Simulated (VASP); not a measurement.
# TiN (Osbornite) (Fm-3m) in VASP: notebook, part 2 of 2

VASP 6.6.1. Earlier steps stand in the parts before.

### Step 4. Single point, PBEsol

Contents of INCAR:

```
SYSTEM = TiN
ALGO = Normal
EDIFF = 1E-6
ENCUT = 520
GGA = PS
ISIF = 2
ISMEAR = -1
LASPH = .TRUE.
LCHARG = .FALSE.
LREAL = .FALSE.
LWAVE = .FALSE.
NBANDS = 16
NELM = 80
PREC = Accurate
SIGMA = 0.1
```

Contents of KPOINTS:

```
k-points
0
G
  12 12 12
  0 0 0
```

Contents of POSCAR:

```
TiN
1.0
    0.0000000000      2.1190000000      2.1190000000
    2.1190000000      0.0000000000      2.1190000000
    2.1190000000      2.1190000000      0.0000000000
Ti N
1 1
Direct
    0.0000000000      0.0000000000      0.0000000000
    0.5000000000      0.5000000000      0.5000000000
```

Potentials or basis: VASP PAW PBE potentials, release 64 (Ti_sv, N).

The run is started by

```bash
cat potpaw_PBE.64/Ti_sv/POTCAR potpaw_PBE.64/N/POTCAR > POTCAR
mpirun -np 1 vasp_std > vasp.out
```

OUTCAR:

```text
SYSTEM = TiN
   EDIFF = 1E-6
   ENCUT = 520
   GGA = PS
   ISIF = 2
   ISMEAR = -1
   LASPH = .TRUE.
   LREAL = .FALSE.
   NELM = 80
   PREC = Accurate

 ion  position               nearest neighbor table
   1  0.000  0.000  0.000-   2 2.12   2 2.12   2 2.12   2 2.12   2 2.12   2 2.12
   2  0.500  0.500  0.500-   1 2.12   1 2.12   1 2.12   1 2.12   1 2.12   1 2.12

  LATTYP: Found a face centered cubic cell.
 ALAT       =     4.2380000000

  Lattice vectors:

 A1 = (   0.0000000000,   2.1190000000,   2.1190000000)
 A2 = (   2.1190000000,   0.0000000000,   2.1190000000)
 A3 = (   2.1190000000,   2.1190000000,   0.0000000000)

Analysis of symmetry for initial positions (statically):
=====================================================================
 Subroutine PRICEL returns:
 Original cell was already a primitive cell.

 Routine SETGRP: Setting up the symmetry group for a
 face centered cubic supercell.

 Subroutine GETGRP returns: Found 48 space group operations
 (whereof 48 operations were pure point group operations)
 out of a pool of 48 trial point group operations.

The static configuration has the point symmetry O_h .

Analysis of symmetry for dynamics (positions and initial velocities):
=====================================================================
 Subroutine PRICEL returns:
 Original cell was already a primitive cell.

 Routine SETGRP: Setting up the symmetry group for a
 face centered cubic supercell.

 Subroutine GETGRP returns: Found 48 space group operations
 (whereof 48 operations were pure point group operations)
 out of a pool of 48 trial point group operations.

The dynamic configuration has the point symmetry O_h .

 Subroutine INISYM returns: Found 48 space group operations
 (whereof 48 operations are pure point group operations),
 and found     1 'primitive' translations

----------------------------------------------------------------------------------------

                                     Primitive cell

  volume of cell :      19.0293

  direct lattice vectors                    reciprocal lattice vectors
     0.000000000  2.119000000  2.119000000    -0.235960359  0.235960359  0.235960359
     2.119000000  0.000000000  2.119000000     0.235960359 -0.235960359  0.235960359
     2.119000000  2.119000000  0.000000000     0.235960359  0.235960359 -0.235960359

  length of vectors
     2.996718539  2.996718539  2.996718539     0.408695330  0.408695330  0.408695330

  position of ions in fractional coordinates (direct lattice)
     0.000000000  0.000000000  0.000000000
     0.500000000  0.500000000  0.500000000

  ion indices of the primitive-cell ions
   primitive index   ion index
                 1           1
                 2           2

----------------------------------------------------------------------------------------

 KPOINTS: k-points

Automatic generation of k-mesh.
 Grid dimensions read from file:
 generate k-points for:   12   12   12

 Generating k-lattice:

  Cartesian coordinates                     Fractional coordinates (reciprocal lattice)
    -0.019663363  0.019663363  0.019663363     0.083333333  0.000000000  0.000000000
     0.019663363 -0.019663363  0.019663363     0.000000000  0.083333333  0.000000000
     0.019663363  0.019663363 -0.019663363     0.000000000  0.000000000  0.083333333

  Length of vectors
     0.034057944  0.034057944  0.034057944

  Shift w.r.t. Gamma in fractional coordinates (k-lattice)
     0.000000000  0.000000000  0.000000000

 Subroutine IBZKPT returns following result:
 ===========================================

 Found     72 irreducible k-points:

 Following reciprocal coordinates:
            Coordinates               Weight
  0.000000  0.000000  0.000000      1.000000
  0.083333  0.000000  0.000000      8.000000
  0.166667  0.000000  0.000000      8.000000
  0.250000  0.000000  0.000000      8.000000
  0.333333  0.000000  0.000000      8.000000
  0.416667  0.000000  0.000000      8.000000
[... 16 lines left out ...]
  0.500000  0.166667  0.000000     24.000000
 -0.416667  0.166667  0.000000     24.000000
 [... further k-points ...]
   k-points           NKPTS =     72   k-points in BZ     NKDIM =     72   number of bands    NBANDS=     16
   number of dos      NEDOS =    301   number of ions     NIONS =      2
   total plane-waves  NPLWV =  13824
   dimension x,y,z NGX =    24 NGY =   24 NGZ =   24
   dimension x,y,z NGXF=    48 NGYF=   48 NGZF=   48
   ions per type =               1   1
   NGX,Y,Z   is equivalent  to a cutoff of  13.31, 13.31, 13.31 a.u.
   NGXF,Y,Z  is equivalent  to a cutoff of  26.63, 26.63, 26.63 a.u.
 SYSTEM =  TiN
   PREC   = accura    normal or accurate (medium, high low for compatibility)
   ISTART =      0    job   : 0-new  1-cont  2-samecut
   ICHARG =      2    charge: 1-file 2-atom 10-const
   ISPIN  =      1    spin polarized calculation?
   LNONCOLLINEAR =      F non collinear calculations
   LSORBIT =      F    spin-orbit coupling
   LASPH  =      T    aspherical Exc in radial PAW
   ENCUT  =  520.0 eV  38.22 Ry    6.18 a.u.   5.57  5.57  5.57*2*pi/ulx,y,z
   NELM   =     80;   NELMIN=  2; NELMDL= -5     # of ELM steps
   EDIFF  = 0.1E-05   stopping-criterion for ELM
   LREAL  =      F    real-space projection
   EDIFFG = 0.1E-04   stopping-criterion for IOM
   NSW    =      0    number of steps for IOM
   IBRION =     -1    ionic relax: 0-MD 1-quasi-New 2-CG
   NFREE  =      0    steps in history (QN), initial steepest desc. (CG)
   ISIF   =      2    stress and relaxation
   ISYM   =      2    0-nonsym 1-usesym 2-fastsym
   POTIM  = 0.5000    time-step for ionic-motion
   TEBEG  =    0.0;   TEEND  =   0.0 temperature during run
   PSTRESS=    0.0 pullay stress
   NELECT =      17.0000    total number of electrons
   NUPDOWN=      -1.0000    fix difference up-down
   EMIN   =  10.00;   EMAX   =-10.00  energy-range for DOS
   EFERMI =   0.00;   METHOD = LEGACY
   ISMEAR =    -1;   SIGMA  =   0.10  broadening in eV -4-tet -1-fermi 0-gaus
   EFERMI_NEDOS =   21; number of points for ismear=-14 and -15
   IALGO  =     38    algorithm
   IMIX   =      4    mixing-type and parameters
     AMIX     =   0.40;   BMIX     =  1.00
     AMIX_MAG =   1.60;   BMIX_MAG =  1.00
  volume/ion in A,a.u.               =       9.51        64.21
  Fermi-wavevector in a.u.,A,eV,Ry     =   1.576704  2.979539 33.824024  2.485996
  Thomas-Fermi vector in A             =   2.677497
   LORBIT       =      0    0 simple, 1 ext, 2 COOP (PROOUT), +10 PAW based schemes
   GGA     = PS    functional components
   LHFCALC =     F    Hartree Fock is set to
   AEXX    =    0.0000 exact exchange contribution
   IVDW    =     0    specifies the selected vdW correction
   LEPSILON=     F    determine dielectric tensor
   LRPA    =     F    only Hartree local field effects (RPA)
 non-spin polarized calculation
  energy-cutoff  :      520.00
  volume of cell :       19.03
 maximum number of plane-waves:       532
 NGX is ok and might be reduce to    24
   NGX = 11   NGY = 11   NGZ = 11

 number of electron      17.0000002 magnetization

 Free energy of the ion-electron system (eV)
  ---------------------------------------------------
  ext. energy  EPLUGINS =         0.00000000
  ---------------------------------------------------
  free energy    TOTEN  =       -20.78665205 eV

  energy without entropy =      -20.76023059  energy(sigma->0) =      -20.77344132

 E-fermi :  11.3135     XC(G=0): -13.2370

 val. band max:       11.2915134723   @ k =   0.1667   0.0000   0.0000
 cond. band min:      11.3340620890   @ k =   0.0833   0.0833   0.0000
 fundamental gap:      0.0425486167
 Fermi energy:        11.3135277953

 k-point     1 :       0.0000    0.0000    0.0000
  band No.  band energies     occupation
      1     -46.2606      2.00000
      2     -22.3382      2.00000
      3     -22.3382      2.00000
      4     -22.3382      2.00000
      5      -5.7098      2.00000
      6       9.3256      2.00000
[... 8 lines left out ...]
     15      24.4082      0.00000
     16      31.1002      0.00000

 k-point     2 :       0.0833    0.0000    0.0000
  band No.  band energies     occupation
      1     -46.2539      2.00000
      2     -22.3850      2.00000
      3     -22.3421      2.00000
      4     -22.3421      2.00000
      5      -5.5726      2.00000
      6       8.5837      2.00000
[... 8 lines left out ...]
     15      24.5134      0.00000
     16      30.9044      0.00000
[... 387 lines left out ...]
      5      -3.4926      2.00000
      6       3.9472      2.00000
[... 8 lines left out ...]
     15      24.4988      0.00000
     16      25.2755      0.00000

 k-point    24 :      -0.4167    0.1667    0.0000
  band No.  band energies     occupation
      1     -46.1501      2.00000
      2     -22.9308      2.00000
      3     -22.5113      2.00000
      4     -22.4189      2.00000
      5      -3.4029      2.00000
      6       3.8138      2.00000
[... 8 lines left out ...]
     15      24.2937      0.00000
     16      25.2899      0.00000

 [... further k-points ...]
[... 5 lines left out ...]
  --------------------------------------------------------------------------------------
  -------------------------------------------------------------------------------------
  Total       -0.7532712     -0.7532712     -0.7532712      0.0000000      0.0000000      0.0000000
  in kB      -63.4218748    -63.4218748    -63.4218748      0.0000000      0.0000000      0.0000000
  external PRESSURE =     -63.4218748 kB  Pullay stress =       0.0000000 kB

 VOLUME and BASIS-vectors are now :
 -----------------------------------------------------------------------------
  energy-cutoff  :      520.00
  volume of cell :       19.03
      direct lattice vectors                 reciprocal lattice vectors
     0.000000000  2.119000000  2.119000000    -0.235960359  0.235960359  0.235960359
     2.119000000  0.000000000  2.119000000     0.235960359 -0.235960359  0.235960359
     2.119000000  2.119000000  0.000000000     0.235960359  0.235960359 -0.235960359

 POSITION                                       TOTAL-FORCE (eV/Angst)
 -----------------------------------------------------------------------------------
      0.00000      0.00000      0.00000        -0.000000      0.000000      0.000000
      2.11900      2.11900      2.11900         0.000000     -0.000000     -0.000000
 -----------------------------------------------------------------------------------
    total drift:                                0.000000     -0.000000     -0.000000

  FREE ENERGIE OF THE ION-ELECTRON SYSTEM (eV)
  ---------------------------------------------------
  free  energy   TOTEN  =       -20.7866520458 eV

  energy  without entropy=      -20.7602305887  energy(sigma->0) =      -20.77344132
```

stdout:

```text
POSCAR found type information on POSCAR TiN
 POSCAR found :  2 types and       2 ions
 scaLAPACK will be used
 -----------------------------------------------------------------------------
|                                                                             |
|                                                                             |
|     You enforced a specific xc type in the INCAR file but a different       |
|     I HOPE YOU KNOW WHAT YOU ARE DOING!                                     |
|                                                                             |
 -----------------------------------------------------------------------------

 LDA part: xc-table for (Slater+PW92), standard interpolation
 POSCAR, INCAR and KPOINTS ok, starting setup
 FFT: planning ... GRIDC
 FFT: planning ... GRID_SOFT
 FFT: planning ... GRID
 WAVECAR not read
 entering main loop
```

It took 18 s on 1 thread of Intel Xeon Platinum 8488C (Sapphire Rapids), shared host; peak memory 0.15 GiB.

Results:

* Free energy: -20.7867 eV
* Pressure: -6.3 GPa

Levels at points of the mesh, in eV from the Fermi level:
| k point | band 5 | band 6 | band 7 | band 8 | band 9 | band 10 | band 11 | band 12 | band 13 | band 14 |
| --- | --- | --- | --- | --- | --- | --- | --- | --- | --- | --- |
| (0.00, 0.00, 0.00) | -17.02 | -1.99 | -1.99 | -1.99 | -0.60 | -0.60 | -0.60 | 0.60 | 0.60 | 5.45 |
| (0.50, 0.00, 0.00) | -14.51 | -8.10 | -5.47 | -5.47 | 1.74 | 1.74 | 2.42 | 5.83 | 5.83 | 6.04 |
| (0.50, 0.50, 0.00) | -15.59 | -5.81 | -3.19 | -3.19 | -3.09 | 1.68 | 2.46 | 2.46 | 3.70 | 10.59 |

Caveat: the PAW data sets were made with another functional, which shifts forces and pressure a little.

### Step 5. Summary

| level | gap on the mesh (eV) | pressure (GPa) |
| --- | --- | --- |
| RPBE | none | 7.6 |
| revPBE | none | 6.2 |
| PBEsol | none | -6.3 |

Alike in all rows: task single point; potentials or basis VASP PAW PBE potentials, release 64 (Ti_sv, N); no spin polarisation; cell as given; k mesh 12 × 12 × 12; cutoff (eV) 520; smearing fermi-dirac 0.1 eV.

Every run on the cell as given and a fine mesh finds a metal. The pressure there spans -6.3 GPa (PBEsol) to 7.6 GPa (RPBE); a positive pressure means that this level wants a larger cell, a negative one a smaller.

Caveats: the PAW data sets were made with another functional, which shifts forces and pressure a little.

Absolute energies hang on the potentials; compare differences alone.
